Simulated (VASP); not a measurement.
Wanted: the native input for a VASP 6.6.1 run.

```yaml
Task: single point
Functional: PBE
Potentials_or_basis: VASP PAW PBE potentials, release 64 (B, P)
Cutoff: 520 eV
k_mesh: 10 × 10 × 10
Occupations: gaussian, width 0.05 eV
Spin: no spin polarisation
Dipole_correction: no
Further_INCAR_settings: ALGO = Normal; EDIFF = 1e-06; NBANDS = 11
```

The structure of BP lies in POSCAR:

```
BP
1.0
    0.0000000000      2.3597600000      2.3597600000
    2.3597600000      0.0000000000      2.3597600000
    2.3597600000      2.3597600000      0.0000000000
B P
1 1
Direct
    0.0000000000      0.0000000000      0.0000000000
    0.7500000000      0.7500000000      0.7500000000
```

This cell differs from its parent crystal: strain +0.040 along x and y, +0.040 along z.

One way to write it, as run:

INCAR

```
SYSTEM = BP
ALGO = Normal ; EDIFF = 1E-6
ENCUT = 520 ; GGA = PE
ISIF = 2 ; ISMEAR = 0
LASPH = .TRUE. ; LCHARG = .FALSE.
LREAL = .FALSE. ; LWAVE = .FALSE.
NBANDS = 11 ; NELM = 80
PREC = Accurate ; SIGMA = 0.05
```

KPOINTS

```
k-points
0
G
  10 10 10
  0 0 0
```

Potentials or basis: VASP PAW PBE potentials, release 64 (B, P).

Launch:

```sh
$ cat potpaw_PBE.64/B/POTCAR potpaw_PBE.64/P/POTCAR > POTCAR
$ mpirun -np 1 vasp_std > vasp.out
```

Results of the run:

| Quantity | Value |
| --- | --- |
| Pressure | -14.6 GPa |
| Band gap on the k mesh | 1.39 eV, indirect (least direct gap 3.25 eV) |

Caveat: the cell differs from its parent crystal (strain +0.040 along x and y, +0.040 along z).

Wall time 19 s on 1 thread of Intel(R) Xeon(R) Platinum 8259CL CPU @ 2.50GHz (Skylake/Cascade Lake) (shared host), peak memory 0.15 GiB.
